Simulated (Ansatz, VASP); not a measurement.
**Two plane-wave programs on Mg5Se**

```
Mg Se
1.0
     4.23468   -2.74481    0.00000
     4.23468    2.74481    0.00000
     0.00000    0.00000    7.36675
Mg Se
5 1
Direct
  0.17361 0.17361 0.29802
  0.82639 0.82639 0.29802
  0.17361 0.17361 0.70198
  0.82639 0.82639 0.70198
  0.50000 0.50000 0.50000
  0.00000 0.00000 0.00000
```

Alike in both runs: functional PBE; k mesh 4 × 4 × 2; occupations gaussian, width 0.1 eV; no spin polarisation.

Ansatz relaxed the structure, and its values are those at the end. VASP's run is a single point on that final structure, the one shown.

```csv
,VASP,Ansatz
version,VASP 6.6.1,Ansatz 0.2.0
potentials or method,"VASP PAW PBE potentials, release 64 (Mg, Se), cutoff 520 eV","scalar-relativistic, plane waves, PAW"
valence electrons in the cell,16,66
```

```tsv
	VASP	Ansatz	Ansatz less VASP
gap on the k mesh at the Fermi level (eV)	none	none	-
pressure (GPa)	0.0	0.1	+0.07
rms of the force components (eV/Å)	0.009	0.007	-0.0024
```

A gap of «none» marks a metal or a gap that the smearing closes. The functional is the same, so the differences come from potentials, cutoffs and numerics. VASP's potentials hold 16 valence electrons a cell and Ansatz's 66, so a difference there can come from the potentials and not from the codes.

The k mesh is coarse, so the values compare programs but aren't converged.
